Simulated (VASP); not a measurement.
Wanted: the native input for a VASP 6.6.1 run.

```yaml
Task: single point
Functional: r2SCAN
Potentials_or_basis: VASP PAW PBE potentials, release 64 (S, Te, Sr_sv)
Cutoff: 520 eV
k_mesh: 6 × 6 × 6
Occupations: gaussian, width 0.01 eV
Spin: no spin polarisation
Dipole_correction: no
Further_INCAR_settings: ALGO = Normal; EDIFF = 1e-06; NBANDS = 24
```

Sr2TeS:

```
S Te Sr
1.0
     2.24653    1.29703    7.40094
    -2.24653    1.29703    7.40094
     0.00000   -2.59407    7.40094
S Te Sr
1 1 2
Direct
  0.00000 0.00000 0.00000
  0.50000 0.50000 0.50000
  0.25778 0.25778 0.25778
  0.74222 0.74222 0.74222
```

One way to write it, as run:

POSCAR

```
Sr2TeS
1.0
    2.2465289634      1.2970341018      7.4009441637
   -2.2465289634      1.2970341018      7.4009441637
    0.0000000000     -2.5940682036      7.4009441637
S Te Sr
1 1 2
Direct
    1.0000000000      0.0000000000      0.0000000000
    0.5000000000      0.5000000000      0.5000000000
    0.2577830260      0.2577830260      0.2577830260
    0.7422169740      0.7422169740      0.7422169740
```

INCAR.step1

```
PREC = Accurate
ENCUT = 520
ISMEAR = 0
SIGMA = 0.01
LREAL = False
LASPH = True
NELM = 60
NBANDS = 24
GGA = PE
ALGO = Normal
EDIFF = 1E-4
LWAVE = True
LCHARG = False
```

INCAR.step2

```
PREC = Accurate
ENCUT = 520
EDIFF = 1E-6
ISMEAR = 0
SIGMA = 0.01
LREAL = False
LASPH = True
NELM = 60
ALGO = Normal
ISIF = 2
LWAVE = False
LCHARG = True
METAGGA = R2SCAN
LMIXTAU = True
LELF = True
LVHAR = True
NBANDS = 24
ISTART = 1
```

KPOINTS

```
Automatic mesh
0
Gamma
  6 6 6
```

Potentials or basis: VASP PAW PBE potentials, release 64 (S, Te, Sr_sv).

Command:

```bash
$ cat potpaw_PBE.64/S/POTCAR potpaw_PBE.64/Te/POTCAR potpaw_PBE.64/Sr_sv/POTCAR > POTCAR
$ cp INCAR.step1 INCAR
$ mpirun -np 1 vasp_std > vasp.out
$ cp INCAR.step2 INCAR
$ mpirun -np 1 vasp_std > vasp.out
```

Results of the run:

```
Pressure               : 0.1 GPa
Largest force          : 0.005 eV/Å
Band gap on the k mesh : 2.05 eV (least direct gap 2.68 eV)
```

Caveat: the PAW data sets were made with another functional, which shifts forces and pressure a little; spin-orbit coupling is left out, which moves the levels of the heavy elements.

Run time: 36 min on 1 thread of Oxide Virtual Turin-like Processor, with other jobs on the host, peak memory 0.55 GiB.
